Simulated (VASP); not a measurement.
# GaN (Fm-3m) in VASP: a series of runs

GaN is run at these levels: r2SCAN; tasks: single point.

All numbers are computed with VASP 6.6.1; they aren't measurements. Logs are shortened: lines on timing, memory, paths and dates and some standing lists are left out, and cuts for length are marked.

**1. The cell of the first run**

Symmetry: Fm-3m, No. 225, cubic system. Conventional cell: a = 4.217 Å, b = 4.217 Å, c = 4.217 Å, α = 90.00°, β = 90.00°, γ = 90.00°. Ga (site symmetry m-3m) has 6 N at 2.11 Å within 2.8 Å. N (site symmetry m-3m) has 6 Ga at 2.11 Å within 2.8 Å.

**2. Single point, r2SCAN**

File POSCAR:

```
GaN
1.0
    0.0000000000      2.1084610053      2.1084610053
    2.1084610053      0.0000000000      2.1084610053
    2.1084610053      2.1084610053      0.0000000000
Ga N
1 1
Direct
    0.5000000000      0.5000000000      0.5000000000
    0.0000000000      0.0000000000      0.0000000000
```

File INCAR.step1:

```
SYSTEM = GaN
ALGO     = Normal         ! electronic algorithm
EDIFF    = 1E-4           ! SCF threshold, eV
ENCUT    = 520            ! plane-wave cutoff, eV
GGA      = PE             ! functional
ISMEAR   = 0              ! smearing method
LASPH    = .True.         ! aspherical terms in the spheres
LCHARG   = .False.        ! write CHGCAR
LREAL    = .False.        ! projectors in reciprocal space
LWAVE    = .True.         ! write WAVECAR
NBANDS   = 16             ! bands
NELM     = 60             ! most SCF steps
PREC     = Accurate       ! precision mode
SIGMA    = 0.05           ! smearing width, eV
```

File INCAR.step2:

```
SYSTEM = GaN
ALGO     = Normal         ! electronic algorithm
EDIFF    = 1E-6           ! SCF threshold, eV
ENCUT    = 520            ! plane-wave cutoff, eV
ISIF     = 2              ! what is computed and relaxed
ISMEAR   = 0              ! smearing method
ISTART   = 1            
LASPH    = .True.         ! aspherical terms in the spheres
LCHARG   = .True.         ! write CHGCAR
LELF     = .True.         ! ELF
LMIXTAU  = .True.       
LREAL    = .False.        ! projectors in reciprocal space
LVHAR    = .True.       
LWAVE    = .False.        ! write WAVECAR
METAGGA  = R2SCAN         ! meta-GGA
NBANDS   = 16             ! bands
NELM     = 60             ! most SCF steps
PREC     = Accurate       ! precision mode
SIGMA    = 0.05           ! smearing width, eV
```

File KPOINTS:

```
k-points
0
Gamma
  10 10 10
  0 0 0
```

Potentials or basis: VASP PAW PBE potentials, release 64 (Ga_d, N).

Launch:

```sh
$ cat potpaw_PBE.64/Ga_d/POTCAR potpaw_PBE.64/N/POTCAR > POTCAR
$ cp INCAR.step1 INCAR
$ mpirun -np 1 vasp_std > vasp.out
$ cp INCAR.step2 INCAR
$ mpirun -np 1 vasp_std > vasp.out
```

OUTCAR:

```text
SYSTEM = GaN
   EDIFF = 1E-6
   ENCUT = 520
   ISIF = 2
   ISMEAR = 0
   ISTART = 1
   LASPH = .True.
   LREAL = .False.
   METAGGA = R2SCAN
   NELM = 60
   PREC = Accurate

 ion  position               nearest neighbor table
   1  0.500  0.500  0.500-   2 2.11   2 2.11   2 2.11   2 2.11   2 2.11   2 2.11
   2  0.000  0.000  0.000-   1 2.11   1 2.11   1 2.11   1 2.11   1 2.11   1 2.11

  LATTYP: Found a face centered cubic cell.
 ALAT       =     4.2169220106

  Lattice vectors:

 A1 = (   0.0000000000,   2.1084610053,   2.1084610053)
 A2 = (   2.1084610053,   0.0000000000,   2.1084610053)
 A3 = (   2.1084610053,   2.1084610053,   0.0000000000)

Analysis of symmetry for initial positions (statically):
=====================================================================
 Subroutine PRICEL returns:
 Original cell was already a primitive cell.

 Routine SETGRP: Setting up the symmetry group for a
 face centered cubic supercell.

 Subroutine GETGRP returns: Found 48 space group operations
 (whereof 48 operations were pure point group operations)
 out of a pool of 48 trial point group operations.

The static configuration has the point symmetry O_h .

Analysis of symmetry for dynamics (positions and initial velocities):
=====================================================================
 Subroutine PRICEL returns:
 Original cell was already a primitive cell.

 Routine SETGRP: Setting up the symmetry group for a
 face centered cubic supercell.

 Subroutine GETGRP returns: Found 48 space group operations
 (whereof 48 operations were pure point group operations)
 out of a pool of 48 trial point group operations.

The dynamic configuration has the point symmetry O_h .

 Subroutine INISYM returns: Found 48 space group operations
 (whereof 48 operations are pure point group operations),
 and found     1 'primitive' translations

----------------------------------------------------------------------------------------

                                     Primitive cell

  volume of cell :      18.7468

  direct lattice vectors                    reciprocal lattice vectors
     0.000000000  2.108461005  2.108461005    -0.237139790  0.237139790  0.237139790
     2.108461005  0.000000000  2.108461005     0.237139790 -0.237139790  0.237139790
     2.108461005  2.108461005  0.000000000     0.237139790  0.237139790 -0.237139790

  length of vectors
     2.981814149  2.981814149  2.981814149     0.410738165  0.410738165  0.410738165

  position of ions in fractional coordinates (direct lattice)
     0.500000000  0.500000000  0.500000000
     0.000000000  0.000000000  0.000000000

  ion indices of the primitive-cell ions
   primitive index   ion index
                 1           1
                 2           2

----------------------------------------------------------------------------------------

 KPOINTS: k-points

Automatic generation of k-mesh.
 Grid dimensions read from file:
 generate k-points for:   10   10   10

 Generating k-lattice:

  Cartesian coordinates                     Fractional coordinates (reciprocal lattice)
    -0.023713979  0.023713979  0.023713979     0.100000000  0.000000000  0.000000000
     0.023713979 -0.023713979  0.023713979     0.000000000  0.100000000  0.000000000
     0.023713979  0.023713979 -0.023713979     0.000000000  0.000000000  0.100000000

  Length of vectors
     0.041073816  0.041073816  0.041073816

  Shift w.r.t. Gamma in fractional coordinates (k-lattice)
     0.000000000  0.000000000  0.000000000

 Subroutine IBZKPT returns following result:
 ===========================================

 Found     47 irreducible k-points:

 Following reciprocal coordinates:
            Coordinates               Weight
  0.000000  0.000000  0.000000      1.000000
  0.100000  0.000000  0.000000      8.000000
  0.200000  0.000000  0.000000      8.000000
  0.300000  0.000000  0.000000      8.000000
  0.400000  0.000000  0.000000      8.000000
  0.500000  0.000000  0.000000      4.000000
[... 16 lines left out ...]
  0.300000  0.300000  0.000000      6.000000
  0.400000  0.300000  0.000000     24.000000
 [... further k-points ...]
   k-points           NKPTS =     47   k-points in BZ     NKDIM =     47   number of bands    NBANDS=     16
   number of dos      NEDOS =    301   number of ions     NIONS =      2
   total plane-waves  NPLWV =  13824
   dimension x,y,z NGX =    24 NGY =   24 NGZ =   24
   dimension x,y,z NGXF=    48 NGYF=   48 NGZF=   48
   ions per type =               1   1
   NGX,Y,Z   is equivalent  to a cutoff of  13.38, 13.38, 13.38 a.u.
   NGXF,Y,Z  is equivalent  to a cutoff of  26.76, 26.76, 26.76 a.u.
 SYSTEM =  GaN
   PREC   = accura    normal or accurate (medium, high low for compatibility)
   ISTART =      1    job   : 0-new  1-cont  2-samecut
   ICHARG =      0    charge: 1-file 2-atom 10-const
   ISPIN  =      1    spin polarized calculation?
   LNONCOLLINEAR =      F non collinear calculations
   LSORBIT =      F    spin-orbit coupling
   LASPH  =      T    aspherical Exc in radial PAW
   ENCUT  =  520.0 eV  38.22 Ry    6.18 a.u.   5.54  5.54  5.54*2*pi/ulx,y,z
   NELM   =     60;   NELMIN=  2; NELMDL=  0     # of ELM steps
   EDIFF  = 0.1E-05   stopping-criterion for ELM
   LREAL  =      F    real-space projection
   EDIFFG = 0.1E-04   stopping-criterion for IOM
   NSW    =      0    number of steps for IOM
   IBRION =     -1    ionic relax: 0-MD 1-quasi-New 2-CG
   NFREE  =      0    steps in history (QN), initial steepest desc. (CG)
   ISIF   =      2    stress and relaxation
   ISYM   =      2    0-nonsym 1-usesym 2-fastsym
   POTIM  = 0.5000    time-step for ionic-motion
   TEBEG  =    0.0;   TEEND  =   0.0 temperature during run
   PSTRESS=    0.0 pullay stress
   NELECT =      18.0000    total number of electrons
   NUPDOWN=      -1.0000    fix difference up-down
   EMIN   =  10.00;   EMAX   =-10.00  energy-range for DOS
   EFERMI =   0.00;   METHOD = LEGACY
   ISMEAR =     0;   SIGMA  =   0.05  broadening in eV -4-tet -1-fermi 0-gaus
   EFERMI_NEDOS =   21; number of points for ismear=-14 and -15
   IALGO  =     38    algorithm
   IMIX   =      4    mixing-type and parameters
     AMIX     =   0.40;   BMIX     =  1.00
     AMIX_MAG =   1.60;   BMIX_MAG =  1.00
  volume/ion in A,a.u.               =       9.37        63.25
  Fermi-wavevector in a.u.,A,eV,Ry     =   1.615065  3.052031 35.489927  2.608436
  Thomas-Fermi vector in A             =   2.709873
   LORBIT       =      0    0 simple, 1 ext, 2 COOP (PROOUT), +10 PAW based schemes
   METAGGA = R2SCAN    functional components
   LHFCALC =     F    Hartree Fock is set to
   AEXX    =    0.0000 exact exchange contribution
   IVDW    =     0    specifies the selected vdW correction
   LEPSILON=     F    determine dielectric tensor
   LRPA    =     F    only Hartree local field effects (RPA)
 non-spin polarized calculation
 Gauss-broadening in eV      SIGMA  =   0.05
  energy-cutoff  :      520.00
  volume of cell :       18.75
 maximum number of plane-waves:       531
 NGX is ok and might be reduce to    24
   NGX = 11   NGY = 11   NGZ = 11

 number of electron      18.0000008 magnetization

 Free energy of the ion-electron system (eV)
  ---------------------------------------------------
  ext. energy  EPLUGINS =         0.00000000
  ---------------------------------------------------
  free energy    TOTEN  =       -20.97606459 eV

  energy without entropy =      -20.97606459  energy(sigma->0) =      -20.97606459

 E-fermi :   7.9882     XC(G=0): -14.2198

 val. band max:        7.7187030892   @ k =  -0.2000   0.2000   0.0000
 cond. band min:       8.8969041876   @ k =   0.5000   0.5000   0.0000
 fundamental gap:      1.1782010985
 Fermi energy:         7.9881956953

 k-point     1 :       0.0000    0.0000    0.0000
  band No.  band energies     occupation
      1     -10.3892      2.00000
      2      -6.6365      2.00000
      3      -6.6365      2.00000
      4      -6.6365      2.00000
      5      -6.5669      2.00000
      6      -6.5669      2.00000
[... 8 lines left out ...]
     15      24.7689      0.00000
     16      24.7689      0.00000

 k-point     2 :       0.1000    0.0000    0.0000
  band No.  band energies     occupation
      1     -10.1918      2.00000
      2      -6.6444      2.00000
      3      -6.6294      2.00000
      4      -6.6293      2.00000
      5      -6.5789      2.00000
      6      -6.5789      2.00000
[... 8 lines left out ...]
     15      24.6534      0.00000
     16      24.6569      0.00000

 k-point     3 :       0.2000    0.0000    0.0000
  band No.  band energies     occupation
      1      -9.6212      2.00000
      2      -6.6713      2.00000
      3      -6.6712      2.00000
      4      -6.6660      2.00000
      5      -6.5487      2.00000
      6      -6.5487      2.00000
[... 8 lines left out ...]
     15      25.6731      0.00000
     16      25.6732      0.00000

 k-point     4 :       0.3000    0.0000    0.0000
  band No.  band energies     occupation
      1      -8.7586      2.00000
      2      -6.7462      2.00000
      3      -6.7462      2.00000
      4      -6.6993      2.00000
      5      -6.4868      2.00000
      6      -6.4868      2.00000
[... 8 lines left out ...]
     15      27.5621      0.00000
     16      27.5622      0.00000
[... 324 lines left out ...]
 k-point    22 :      -0.2000    0.2000    0.0000
  band No.  band energies     occupation
      1      -8.6367      2.00000
      2      -6.7458      2.00000
      3      -6.7263      2.00000
      4      -6.6727      2.00000
      5      -6.5293      2.00000
      6      -6.2841      2.00000
[... 8 lines left out ...]
     15      27.8367      0.00000
     16      29.9312      0.00000

 k-point    23 :       0.3000    0.3000    0.0000
  band No.  band energies     occupation
      1      -8.8557      2.00000
      2      -6.7519      2.00000
      3      -6.4944      2.00000
      4      -6.4694      2.00000
      5      -6.4694      2.00000
      6      -6.1258      2.00000
[... 8 lines left out ...]
     15      32.7047      0.00000
     16      34.7092      0.00000

 k-point    24 :       0.4000    0.3000    0.0000
  band No.  band energies     occupation
      1      -8.6551      2.00000
      2      -6.7655      2.00000
      3      -6.5254      2.00000
      4      -6.4561      2.00000
      5      -6.4080      2.00000
      6      -5.5027      2.00000
[... 8 lines left out ...]
     15      33.6246      0.00000
     16      35.2759      0.00000

 [... further k-points ...]

------------------------ aborting loop because EDIFF is reached ----------------------------------------

  FORCE on cell =-STRESS in cart. coord.  units (eV):
  Direction    XX          YY          ZZ          XY          YZ          ZX
  --------------------------------------------------------------------------------------
  -------------------------------------------------------------------------------------
  Total        0.1569286      0.1569286      0.1569286     -0.0000000      0.0000000      0.0000000
  in kB       13.4117629     13.4117629     13.4117629     -0.0000000      0.0000000      0.0000000
  external PRESSURE =      13.4117629 kB  Pullay stress =       0.0000000 kB

 VOLUME and BASIS-vectors are now :
 -----------------------------------------------------------------------------
  energy-cutoff  :      520.00
  volume of cell :       18.75
      direct lattice vectors                 reciprocal lattice vectors
     0.000000000  2.108461005  2.108461005    -0.237139790  0.237139790  0.237139790
     2.108461005  0.000000000  2.108461005     0.237139790 -0.237139790  0.237139790
     2.108461005  2.108461005  0.000000000     0.237139790  0.237139790 -0.237139790

 POSITION                                       TOTAL-FORCE (eV/Angst)
 -----------------------------------------------------------------------------------
      2.10846      2.10846      2.10846        -0.000000      0.000000     -0.000000
      0.00000      0.00000      0.00000         0.000000      0.000000      0.000000
 -----------------------------------------------------------------------------------
    total drift:                                0.000000     -0.000000      0.000000

  FREE ENERGIE OF THE ION-ELECTRON SYSTEM (eV)
  ---------------------------------------------------
  free  energy   TOTEN  =       -20.9760645884 eV

  energy  without entropy=      -20.9760645884  energy(sigma->0) =      -20.97606459
```

It took 2.3 min on 1 thread of AMD EPYC 7R13, shared host; peak memory 0.12 GiB.

What came out:

- Free energy: -20.9761 eV
- Pressure: 1.3 GPa
- Band gap on the k mesh: 1.18 eV, indirect (least direct gap 3.41 eV)

Levels at points of the mesh, in eV from the valence-band top:
| k point | band 6 | band 7 | band 8 | band 9 | band 10 | band 11 | band 12 | band 13 |
| --- | --- | --- | --- | --- | --- | --- | --- | --- |
| (0.00, 0.00, 0.00) | -14.29 | -0.51 | -0.51 | -0.51 | 2.90 | 15.52 | 15.52 | 15.52 |
| (0.50, 0.00, 0.00) | -14.13 | -8.36 | -0.15 | -0.15 | 5.42 | 9.88 | 9.88 | 10.44 |
| (0.50, 0.50, 0.00) | -11.51 | -7.25 | -3.12 | -3.12 | 1.18 | 8.53 | 13.15 | 15.78 |

Caveat: the PAW data sets were made with another functional, which shifts forces and pressure a little. r2SCAN opens gaps a little over a GGA but as a rule still falls short of measured ones.

**3. Single point, r2SCAN (volume scaled by 1.02)**

File POSCAR:

```
GaN
1.0
    0.0000000000      2.1224247302      2.1224247302
    2.1224247302      0.0000000000      2.1224247302
    2.1224247302      2.1224247302      0.0000000000
Ga N
1 1
Direct
    0.5000000000      0.5000000000      0.5000000000
    0.0000000000      0.0000000000      0.0000000000
```

File INCAR.step1:

```
SYSTEM = GaN
ALGO = Normal
EDIFF = 1E-4
ENCUT = 520
GGA = PE
ISMEAR = 0
LASPH = .True.
LCHARG = .False.
LREAL = .False.
LWAVE = .True.
NBANDS = 16
NELM = 60
PREC = Accurate
SIGMA = 0.05
```

File INCAR.step2:

```
SYSTEM = GaN
ALGO = Normal
EDIFF = 1E-6
ENCUT = 520
ISIF = 2
ISMEAR = 0
ISTART = 1
LASPH = .True.
LCHARG = .False.
LMIXTAU = .True.
LREAL = .False.
LWAVE = .False.
METAGGA = R2SCAN
NBANDS = 16
NELM = 60
PREC = Accurate
SIGMA = 0.05
```

KPOINTS is that of step 2.

Potentials or basis: VASP PAW PBE potentials, release 64 (Ga_d, N).

Launch:

```sh
$ cat potpaw_PBE.64/Ga_d/POTCAR potpaw_PBE.64/N/POTCAR > POTCAR
$ cp INCAR.step1 INCAR
$ mpirun -np 1 vasp_std > vasp.out
$ cp INCAR.step2 INCAR
$ mpirun -np 1 vasp_std > vasp.out
```

OUTCAR:

```text
SYSTEM = GaN
   EDIFF = 1E-6
   ENCUT = 520
   ISIF = 2
   ISMEAR = 0
   ISTART = 1
   LASPH = .True.
   LREAL = .False.
   METAGGA = R2SCAN
   NELM = 60
   PREC = Accurate

 ion  position               nearest neighbor table
   1  0.500  0.500  0.500-   2 2.12   2 2.12   2 2.12   2 2.12   2 2.12   2 2.12
   2  0.000  0.000  0.000-   1 2.12   1 2.12   1 2.12   1 2.12   1 2.12   1 2.12

  LATTYP: Found a face centered cubic cell.
 ALAT       =     4.2448494604

  Lattice vectors:

 A1 = (   0.0000000000,   2.1224247302,   2.1224247302)
 A2 = (   2.1224247302,   0.0000000000,   2.1224247302)
 A3 = (   2.1224247302,   2.1224247302,   0.0000000000)

Analysis of symmetry for initial positions (statically):
=====================================================================
 Subroutine PRICEL returns:
 Original cell was already a primitive cell.

 Routine SETGRP: Setting up the symmetry group for a
 face centered cubic supercell.

 Subroutine GETGRP returns: Found 48 space group operations
 (whereof 48 operations were pure point group operations)
 out of a pool of 48 trial point group operations.

The static configuration has the point symmetry O_h .

Analysis of symmetry for dynamics (positions and initial velocities):
[... 161 lines left out ...]

 val. band max:        7.4734640672   @ k =  -0.2000   0.2000   0.0000
 cond. band min:       8.5182202266   @ k =   0.5000   0.5000   0.0000
 fundamental gap:      1.0447561594
 Fermi energy:         7.6917734707

 k-point     1 :       0.0000    0.0000    0.0000
  band No.  band energies     occupation
      1     -10.4361      2.00000
      2      -6.8959      2.00000
      3      -6.8959      2.00000
      4      -6.8959      2.00000
      5      -6.8303      2.00000
      6      -6.8303      2.00000
[... 433 lines left out ...]
      3      -6.7902      2.00000
      4      -6.7233      2.00000
      5      -6.6796      2.00000
      6      -5.7352      2.00000
[... 8 lines left out ...]
     15      33.0999      0.00000
     16      34.6889      0.00000

 [... further k-points ...]

------------------------ aborting loop because EDIFF is reached ----------------------------------------

  FORCE on cell =-STRESS in cart. coord.  units (eV):
  Direction    XX          YY          ZZ          XY          YZ          ZX
  --------------------------------------------------------------------------------------
  -------------------------------------------------------------------------------------
  Total       -0.4074055     -0.4074055     -0.4074055     -0.0000000     -0.0000000      0.0000000
  in kB      -34.1358422    -34.1358422    -34.1358422     -0.0000000     -0.0000000      0.0000000
  external PRESSURE =     -34.1358422 kB  Pullay stress =       0.0000000 kB

 VOLUME and BASIS-vectors are now :
 -----------------------------------------------------------------------------
  energy-cutoff  :      520.00
  volume of cell :       19.12
      direct lattice vectors                 reciprocal lattice vectors
     0.000000000  2.122424730  2.122424730    -0.235579615  0.235579615  0.235579615
     2.122424730  0.000000000  2.122424730     0.235579615 -0.235579615  0.235579615
     2.122424730  2.122424730  0.000000000     0.235579615  0.235579615 -0.235579615

 POSITION                                       TOTAL-FORCE (eV/Angst)
 -----------------------------------------------------------------------------------
      2.12242      2.12242      2.12242        -0.000000     -0.000000      0.000000
      0.00000      0.00000      0.00000         0.000000      0.000000     -0.000000
 -----------------------------------------------------------------------------------
    total drift:                                0.000000     -0.000000      0.000000

  FREE ENERGIE OF THE ION-ELECTRON SYSTEM (eV)
  ---------------------------------------------------
  free  energy   TOTEN  =       -20.9737943354 eV

  energy  without entropy=      -20.9737943354  energy(sigma->0) =      -20.97379434
```

Wall time 1.8 min (1 thread of AMD EPYC 7R13, shared host); peak memory 0.12 GiB.

What came out:

| Quantity | Value |
| --- | --- |
| Free energy | -20.9738 eV |
| Pressure | -3.4 GPa |
| Band gap on the k mesh | 1.04 eV, indirect (least direct gap 3.15 eV) |

Levels at points of the mesh, in eV from the valence-band top:
```tsv
k point	band 5	band 6	band 7	band 8	band 9	band 10	band 11	band 12	band 13	band 14
(0.00, 0.00, 0.00)	-14.30	-14.30	-0.48	-0.48	-0.48	2.67	15.40	15.40	15.40	16.75
(0.50, 0.00, 0.00)	-14.16	-14.16	-8.26	-0.15	-0.15	5.33	9.76	9.76	10.17	17.39
(0.50, 0.50, 0.00)	-14.10	-11.56	-7.10	-3.04	-3.04	1.04	8.51	12.94	15.51	15.51
```

Caveat: the PAW data sets were made with another functional, which shifts forces and pressure a little.

(Part 1 of 2 ends here.)
